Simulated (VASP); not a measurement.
# P (Fd-3m) in VASP: further runs

P is run at these levels: LDA; tasks: single point.

Program: VASP 6.6.1. These are calculated values, not measurements. Logs are shortened: lines on timing, memory, paths and dates and some standing lists are left out, and cuts for length are marked.

### Step 1. The cell of the first run

It takes space group Fd-3m (No. 227, cubic). Conventional cell: a = 4.303 Å, b = 4.303 Å, c = 4.303 Å, α = 90.00°, β = 90.00°, γ = 90.00°. Within 2.5 Å of P (site symmetry -43m) lie 4 P at 1.86 Å.

### Step 2. Single point, LDA (volume scaled by 0.52)

The input, INCAR:

```
SYSTEM = P
PREC = Accurate ; ENCUT = 520
EDIFF = 1E-6 ; ISMEAR = -1
SIGMA = 0.1 ; LREAL = .False.
LASPH = .True. ; NELM = 60
ALGO = Normal ; ISIF = 2
LWAVE = .False. ; LCHARG = .False.
NBANDS = 12
```

The input, KPOINTS:

```
regular mesh
0
Gamma
  12 12 12
  0 0 0
```

The input, POSCAR:

```
P
1.0
    0.0000000000      2.1515779927      2.1515779927
    2.1515779927      0.0000000000      2.1515779927
    2.1515779927      2.1515779927      0.0000000000
P
2
Direct
   -0.1250000000     -0.1250000000     -0.1250000000
    0.1250000000      0.1250000000      0.1250000000
```

Potentials or basis: VASP PAW LDA potentials, release 64 (P).

Launch:

```bash
$ cat potpaw_LDA.64/P/POTCAR > POTCAR
$ mpirun -np 1 vasp_std > vasp.out
```

OUTCAR:

```text
SYSTEM = P
   PREC = Accurate
   ENCUT = 520
   EDIFF = 1E-6
   ISMEAR = -1
   LREAL = .False.
   LASPH = .True.
   NELM = 60
   ISIF = 2

 ion  position               nearest neighbor table
   1  0.875  0.875  0.875-   2 1.86   2 1.86   2 1.86   2 1.86
   2  0.125  0.125  0.125-   1 1.86   1 1.86   1 1.86   1 1.86

  LATTYP: Found a face centered cubic cell.
 ALAT       =     4.3031559854

  Lattice vectors:

 A1 = (   0.0000000000,   2.1515779927,   2.1515779927)
 A2 = (   2.1515779927,   0.0000000000,   2.1515779927)
 A3 = (   2.1515779927,   2.1515779927,   0.0000000000)

Analysis of symmetry for initial positions (statically):
=====================================================================
 Subroutine PRICEL returns:
 Original cell was already a primitive cell.

 Routine SETGRP: Setting up the symmetry group for a
 face centered cubic supercell.

 Subroutine GETGRP returns: Found 48 space group operations
 (whereof 12 operations were pure point group operations)
 out of a pool of 48 trial point group operations.

The static configuration has the point symmetry D_3d.
 The point group associated with its full space group is O_h .

Analysis of symmetry for dynamics (positions and initial velocities):
=====================================================================
 Subroutine PRICEL returns:
 Original cell was already a primitive cell.

 Routine SETGRP: Setting up the symmetry group for a
 face centered cubic supercell.

 Subroutine GETGRP returns: Found 48 space group operations
 (whereof 12 operations were pure point group operations)
 out of a pool of 48 trial point group operations.

The dynamic configuration has the point symmetry D_3d.
 The point group associated with its full space group is O_h .

 Subroutine INISYM returns: Found 48 space group operations
 (whereof 12 operations are pure point group operations),
 and found     1 'primitive' translations

----------------------------------------------------------------------------------------

                                     Primitive cell

  volume of cell :      19.9205

  direct lattice vectors                    reciprocal lattice vectors
     0.000000000  2.151577993  2.151577993    -0.232387579  0.232387579  0.232387579
     2.151577993  0.000000000  2.151577993     0.232387579 -0.232387579  0.232387579
     2.151577993  2.151577993  0.000000000     0.232387579  0.232387579 -0.232387579

  length of vectors
     3.042790778  3.042790778  3.042790778     0.402507093  0.402507093  0.402507093

  position of ions in fractional coordinates (direct lattice)
     0.875000000  0.875000000  0.875000000
     0.125000000  0.125000000  0.125000000

  ion indices of the primitive-cell ions
   primitive index   ion index
                 1           1
                 2           2

----------------------------------------------------------------------------------------

 KPOINTS: regular mesh

Automatic generation of k-mesh.
 Grid dimensions read from file:
 generate k-points for:   12   12   12

 Generating k-lattice:

  Cartesian coordinates                     Fractional coordinates (reciprocal lattice)
    -0.019365632  0.019365632  0.019365632     0.083333333  0.000000000  0.000000000
     0.019365632 -0.019365632  0.019365632     0.000000000  0.083333333  0.000000000
     0.019365632  0.019365632 -0.019365632     0.000000000  0.000000000  0.083333333

  Length of vectors
     0.033542258  0.033542258  0.033542258

  Shift w.r.t. Gamma in fractional coordinates (k-lattice)
     0.000000000  0.000000000  0.000000000

 Subroutine IBZKPT returns following result:
 ===========================================

 Found     72 irreducible k-points:

 Following reciprocal coordinates:
            Coordinates               Weight
  0.000000  0.000000  0.000000      1.000000
  0.083333  0.000000  0.000000      8.000000
  0.166667  0.000000  0.000000      8.000000
  0.250000  0.000000  0.000000      8.000000
  0.333333  0.000000  0.000000      8.000000
  0.416667  0.000000  0.000000      8.000000
[... 16 lines left out ...]
  0.500000  0.166667  0.000000     24.000000
 -0.416667  0.166667  0.000000     24.000000
 [... further k-points ...]
   k-points           NKPTS =     72   k-points in BZ     NKDIM =     72   number of bands    NBANDS=     12
   number of dos      NEDOS =    301   number of ions     NIONS =      2
   total plane-waves  NPLWV =  13824
   dimension x,y,z NGX =    24 NGY =   24 NGZ =   24
   dimension x,y,z NGXF=    48 NGYF=   48 NGZF=   48
   ions per type =               2
   NGX,Y,Z   is equivalent  to a cutoff of  13.11, 13.11, 13.11 a.u.
   NGXF,Y,Z  is equivalent  to a cutoff of  26.23, 26.23, 26.23 a.u.
 SYSTEM =  P
   PREC   = accura    normal or accurate (medium, high low for compatibility)
   ISTART =      0    job   : 0-new  1-cont  2-samecut
   ICHARG =      2    charge: 1-file 2-atom 10-const
   ISPIN  =      1    spin polarized calculation?
   LNONCOLLINEAR =      F non collinear calculations
   LSORBIT =      F    spin-orbit coupling
   LASPH  =      T    aspherical Exc in radial PAW
   ENCUT  =  520.0 eV  38.22 Ry    6.18 a.u.   5.66  5.66  5.66*2*pi/ulx,y,z
   NELM   =     60;   NELMIN=  2; NELMDL= -5     # of ELM steps
   EDIFF  = 0.1E-05   stopping-criterion for ELM
   LREAL  =      F    real-space projection
   EDIFFG = 0.1E-04   stopping-criterion for IOM
   NSW    =      0    number of steps for IOM
   IBRION =     -1    ionic relax: 0-MD 1-quasi-New 2-CG
   NFREE  =      0    steps in history (QN), initial steepest desc. (CG)
   ISIF   =      2    stress and relaxation
   ISYM   =      2    0-nonsym 1-usesym 2-fastsym
   POTIM  = 0.5000    time-step for ionic-motion
   TEBEG  =    0.0;   TEEND  =   0.0 temperature during run
   PSTRESS=    0.0 pullay stress
   NELECT =      10.0000    total number of electrons
   NUPDOWN=      -1.0000    fix difference up-down
   EMIN   =  10.00;   EMAX   =-10.00  energy-range for DOS
   EFERMI =   0.00;   METHOD = LEGACY
   ISMEAR =    -1;   SIGMA  =   0.10  broadening in eV -4-tet -1-fermi 0-gaus
   EFERMI_NEDOS =   21; number of points for ismear=-14 and -15
   IALGO  =     38    algorithm
   IMIX   =      4    mixing-type and parameters
     AMIX     =   0.40;   BMIX     =  1.00
     AMIX_MAG =   1.60;   BMIX_MAG =  1.00
  volume/ion in A,a.u.               =       9.96        67.22
  Fermi-wavevector in a.u.,A,eV,Ry     =   1.301091  2.458706 23.032463  1.692838
  Thomas-Fermi vector in A             =   2.432247
   LORBIT       =      0    0 simple, 1 ext, 2 COOP (PROOUT), +10 PAW based schemes
   GGA     = CA    functional components
   LHFCALC =     F    Hartree Fock is set to
   AEXX    =    0.0000 exact exchange contribution
   IVDW    =     0    specifies the selected vdW correction
   LEPSILON=     F    determine dielectric tensor
   LRPA    =     F    only Hartree local field effects (RPA)
 non-spin polarized calculation
  energy-cutoff  :      520.00
  volume of cell :       19.92
 maximum number of plane-waves:       547
   NGX = 11   NGY = 11   NGZ = 11

 number of electron      10.0000000 magnetization

 Free energy of the ion-electron system (eV)
  ---------------------------------------------------
  ext. energy  EPLUGINS =         0.00000000
  ---------------------------------------------------
  free energy    TOTEN  =        -6.23291933 eV

  energy without entropy =       -6.19663122  energy(sigma->0) =       -6.21477528

 E-fermi :  15.9756     XC(G=0): -12.8875

 val. band max:       15.9306225844   @ k =   0.3333   0.0000   0.0000
 cond. band min:      16.0874274826   @ k =  -0.2500   0.2500   0.0833
 fundamental gap:      0.1568048982
 Fermi energy:        15.9756386473

 k-point     1 :       0.0000    0.0000    0.0000
  band No.  band energies     occupation
      1      -5.9685      2.00000
      2      11.6563      2.00000
      3      11.6563      2.00000
      4      11.6563      2.00000
      5      15.4901      1.98455
      6      15.4901      1.98455
      7      15.4901      1.98455
      8      22.0710      0.00000
      9      22.0710      0.00000
     10      22.0785      0.00000
     11      24.9798      0.00000
     12      28.5327      0.00000

 k-point     2 :       0.0833    0.0000    0.0000
  band No.  band energies     occupation
      1      -5.8205      2.00000
      2      10.5718      2.00000
      3      11.4397      2.00000
      4      11.4397      2.00000
      5      15.8243      1.63912
      6      15.8243      1.63912
      7      15.8685      1.48958
      8      21.6901      0.00000
      9      21.6901      0.00000
     10      22.5115      0.00000
     11      25.5263      0.00000
     12      28.1992      0.00000

 k-point     3 :       0.1667    0.0000    0.0000
  band No.  band energies     occupation
      1      -5.3797      2.00000
      2       8.4320      2.00000
      3      10.9852      2.00000
      4      10.9852      2.00000
      5      16.1476      0.30380
      6      16.4789      0.01296
      7      16.4789      0.01296
      8      21.1729      0.00000
      9      21.1729      0.00000
     10      23.5258      0.00000
     11      26.3833      0.00000
     12      28.4221      0.00000
[... 286 lines left out ...]
 k-point    23 :       0.5000    0.1667    0.0000
  band No.  band energies     occupation
      1      -1.7381      2.00000
      2       1.9622      2.00000
      3       7.6543      2.00000
      4       8.9378      2.00000
      5      14.6445      2.00000
      6      18.1994      0.00000
      7      18.3739      0.00000
      8      21.6454      0.00000
      9      25.8793      0.00000
     10      26.6275      0.00000
     11      29.6551      0.00000
     12      30.3816      0.00000

 k-point    24 :      -0.4167    0.1667    0.0000
  band No.  band energies     occupation
      1      -1.4972      2.00000
      2       1.6482      2.00000
      3       7.2774      2.00000
      4       9.2464      2.00000
      5      14.9667      1.99992
      6      17.8409      0.00000
      7      18.3411      0.00000
      8      23.9330      0.00000
      9      24.2512      0.00000
     10      24.9972      0.00000
     11      29.1078      0.00000
     12      32.0231      0.00000

 [... further k-points ...]

------------------------ aborting loop because EDIFF is reached ----------------------------------------

  FORCE on cell =-STRESS in cart. coord.  units (eV):
  Direction    XX          YY          ZZ          XY          YZ          ZX
  --------------------------------------------------------------------------------------
  -------------------------------------------------------------------------------------
  Total       20.3825636     20.3825636     20.3825636      0.0000000      0.0000000      0.0000000
  in kB     1639.3365128   1639.3365128   1639.3365128      0.0000000      0.0000000      0.0000000
  external PRESSURE =    1639.3365128 kB  Pullay stress =       0.0000000 kB

 VOLUME and BASIS-vectors are now :
 -----------------------------------------------------------------------------
  energy-cutoff  :      520.00
  volume of cell :       19.92
      direct lattice vectors                 reciprocal lattice vectors
     0.000000000  2.151577993  2.151577993    -0.232387579  0.232387579  0.232387579
     2.151577993  0.000000000  2.151577993     0.232387579 -0.232387579  0.232387579
     2.151577993  2.151577993  0.000000000     0.232387579  0.232387579 -0.232387579

 POSITION                                       TOTAL-FORCE (eV/Angst)
 -----------------------------------------------------------------------------------
      3.76526      3.76526      3.76526        -0.000000     -0.000000     -0.000000
      0.53789      0.53789      0.53789         0.000000      0.000000      0.000000
 -----------------------------------------------------------------------------------
    total drift:                                0.000000      0.000000      0.000000

  FREE ENERGIE OF THE ION-ELECTRON SYSTEM (eV)
  ---------------------------------------------------
  free  energy   TOTEN  =        -6.2329193340 eV

  energy  without entropy=       -6.1966312196  energy(sigma->0) =       -6.21477528
```

Run time: 8 s. Hardware: 1 thread of Intel Xeon Platinum 8488C (Sapphire Rapids), shared host; peak memory 0.12 GiB.

Results:

- Free energy: -6.2329 eV
- Pressure: 163.9 GPa
- Band gap on the k mesh: zero (band 5 reaches 17.43 eV, above the bottom of band 6 at 12.36 eV)

Levels at points of the mesh, in eV from the Fermi level:
```csv
k point,band 1,band 2,band 3,band 4,band 5,band 6,band 7,band 8,band 9,band 10
"(0.00, 0.00, 0.00)",-21.94,-4.32,-4.32,-4.32,-0.49,-0.49,-0.49,6.10,6.10,6.10
"(0.50, 0.00, 0.00)",-17.88,-14.84,-6.05,-6.05,-0.22,0.13,0.13,7.11,10.50,10.50
"(0.50, 0.50, 0.00)",-15.20,-15.20,-8.77,-8.77,-3.61,-3.61,11.11,11.11,12.46,12.46
```

### Step 3. Single point, LDA (volume scaled by 0.6)

The input, INCAR:

```
ALGO = Normal ; EDIFF = 1E-7
ENCUT = 520 ; ISIF = 2
ISMEAR = -1 ; LASPH = True
LCHARG = True ; LELF = True
LREAL = False ; LVHAR = True
LWAVE = False ; NBANDS = 12
NELM = 100 ; PREC = Accurate
SIGMA = 0.1
```

The input, KPOINTS:

```
k-points
0
Gamma
  12 12 12
```

The input, POSCAR:

```
P
1.0
    0.0000000000      2.2566960170      2.2566960170
    2.2566960170      0.0000000000      2.2566960170
    2.2566960170      2.2566960170      0.0000000000
P
2
Direct
   -0.1250000000     -0.1250000000     -0.1250000000
    0.1250000000      0.1250000000      0.1250000000
```

Potentials or basis: VASP PAW LDA potentials, release 64 (P).

Launch:

```bash
$ cat potpaw_LDA.64/P/POTCAR > POTCAR
$ mpirun -np 1 vasp_std > vasp.out
```

OUTCAR:

```text
EDIFF = 1E-7
   ENCUT = 520
   ISIF = 2
   ISMEAR = -1
   LASPH = True
   LREAL = False
   NELM = 100
   PREC = Accurate

 ion  position               nearest neighbor table
   1  0.875  0.875  0.875-   2 1.95   2 1.95   2 1.95   2 1.95
   2  0.125  0.125  0.125-   1 1.95   1 1.95   1 1.95   1 1.95

  LATTYP: Found a face centered cubic cell.
 ALAT       =     4.5133920340

  Lattice vectors:

 A1 = (   0.0000000000,   2.2566960170,   2.2566960170)
 A2 = (   2.2566960170,   0.0000000000,   2.2566960170)
 A3 = (   2.2566960170,   2.2566960170,   0.0000000000)

[... 545 lines left out ...]

  FORCE on cell =-STRESS in cart. coord.  units (eV):
  Direction    XX          YY          ZZ          XY          YZ          ZX
  --------------------------------------------------------------------------------------
  -------------------------------------------------------------------------------------
  Total       12.6159928     12.6159928     12.6159928      0.0000000     -0.0000000      0.0000000
  in kB      879.3926512    879.3926512    879.3926512      0.0000000     -0.0000000      0.0000000
  external PRESSURE =     879.3926512 kB  Pullay stress =       0.0000000 kB

 VOLUME and BASIS-vectors are now :
 -----------------------------------------------------------------------------
  energy-cutoff  :      520.00
  volume of cell :       22.99
      direct lattice vectors                 reciprocal lattice vectors
     0.000000000  2.256696017  2.256696017    -0.221562850  0.221562850  0.221562850
     2.256696017  0.000000000  2.256696017     0.221562850 -0.221562850  0.221562850
     2.256696017  2.256696017  0.000000000     0.221562850  0.221562850 -0.221562850

 POSITION                                       TOTAL-FORCE (eV/Angst)
 -----------------------------------------------------------------------------------
      3.94922      3.94922      3.94922        -0.000000      0.000000     -0.000000
      0.56417      0.56417      0.56417         0.000000     -0.000000      0.000000
 -----------------------------------------------------------------------------------
    total drift:                                0.000000      0.000000      0.000000

  FREE ENERGIE OF THE ION-ELECTRON SYSTEM (eV)
  ---------------------------------------------------
  free  energy   TOTEN  =        -8.5643422749 eV

  energy  without entropy=       -8.5247903293  energy(sigma->0) =       -8.54456630
```

OSZICAR:

```text
N       E                     dE             d eps       ncg     rms          rms(c)
DAV:   1     0.204539637233E+02    0.20454E+02   -0.47277E+03  1728   0.743E+02
DAV:   2    -0.802267953890E+01   -0.28477E+02   -0.27240E+02  2284   0.122E+02
DAV:   3    -0.893174842022E+01   -0.90907E+00   -0.89845E+00  2220   0.196E+01
DAV:   4    -0.893668032492E+01   -0.49319E-02   -0.49300E-02  2060   0.173E+00
DAV:   5    -0.893671248446E+01   -0.32160E-04   -0.32158E-04  2208   0.132E-01    0.153E+01
DAV:   6    -0.866763008671E+01    0.26908E+00   -0.16739E-01  1988   0.209E+00    0.931E+00
DAV:   7    -0.856703758571E+01    0.10059E+00   -0.25357E-01  2040   0.263E+00    0.614E-01
DAV:   8    -0.856437584077E+01    0.26617E-02   -0.16710E-02  1904   0.786E-01    0.150E-01
DAV:   9    -0.856434602972E+01    0.29811E-04   -0.27244E-04  2188   0.110E-01    0.127E-01
DAV:  10    -0.856434320825E+01    0.28215E-05   -0.10402E-05  2048   0.235E-02    0.909E-02
DAV:  11    -0.856434227553E+01    0.93273E-06   -0.28347E-06  2104   0.926E-03    0.682E-03
DAV:  12    -0.856434227487E+01    0.65575E-09   -0.41574E-08  1372   0.145E-03
   1 F= -.85643423E+01 E0= -.85445663E+01  d E =-.395519E-01
```

Run time: 9.1 s. Hardware: 1 thread of Intel Xeon Platinum 8488C (Sapphire Rapids), shared host; peak memory 0.13 GiB.

What came out:

```yaml
Free_energy: -8.5643 eV
Pressure: 87.9 GPa
Band_gap_on_the_k_mesh: zero (band 5 reaches 15.22 eV, above the bottom of band 6 at 10.55 eV)
```

Levels at points of the mesh, in eV from the Fermi level:
| k point | band 2 | band 3 | band 4 | band 5 | band 6 | band 7 | band 8 | band 9 |
| --- | --- | --- | --- | --- | --- | --- | --- | --- |
| (0.00, 0.00, 0.00) | -4.33 | -4.33 | -4.33 | -0.55 | -0.55 | -0.55 | 3.51 | 6.10 |
| (0.50, 0.00, 0.00) | -13.79 | -5.93 | -5.93 | -0.90 | 0.33 | 0.33 | 6.82 | 10.04 |
| (0.50, 0.50, 0.00) | -14.53 | -8.27 | -8.27 | -3.14 | -3.14 | 10.53 | 10.53 | 10.63 |
